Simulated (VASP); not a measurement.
Runs of VASP 6.6.1 on Ba2SnF6. The structure is that of space group Fm-3m (No. 225), or close to it. The cells are those of the table. 

| task | cell | k mesh | cutoff (eV) | smearing | gap on the mesh (eV) | pressure (GPa) | relaxed volume (Å³/atom) | largest force (eV/Å) |
| --- | --- | --- | --- | --- | --- | --- | --- | --- |
| single point | a = 6.158 Å, angles 60.0°, 9 atoms | 6 × 6 × 6 | 520 | gaussian 0.02 eV | 2.29 | 0.2 | - | 0.01 |
| single point | a = 6.161 Å, angles 60.0°, 9 atoms | 4 × 4 × 4 | 520 | gaussian 0.1 eV | (b) | 0.2 | - | 0.01 |
| relaxation of cell and atoms | relaxed from a = 6.591 Å, angles 60.0°, 9 atoms | 4 × 4 × 4 | 600 | gaussian 0.1 eV | 2.30 | 0.0 | 18.38 | - |
| single point | a = 6.591 Å, angles 60.0°, 9 atoms | 4 × 4 × 4 | 520 | gaussian 0.1 eV | (a) | -9.3 | - | 3.11 |
| relaxation of cell and atoms | relaxed from a = 6.161 Å, angles 60.0°, 9 atoms | 6 × 6 × 6 | 600 | gaussian 0.02 eV | 2.30 | 0.0 | 18.41 | 0.01 |

Alike in all rows: level PBE; potentials or basis VASP PAW PBE potentials, release 64 (Ba_sv, Sn_d, F); no spin polarisation.

**Question.** Estimate the missing entries.

**Answer.** (a) 2.36; (b) 2.28.

Caveats: spin-orbit coupling is left out, which moves the levels of the heavy elements; the volume moved by over 15 % at a fixed basis, so the end points are rough (some runs); forces of over 1 eV/Å act on the atoms, so gaps and moduli don't describe the material at rest (some runs).

A k mesh can miss the band edges, and the runs leave out spin-orbit coupling on Ba, Sn.
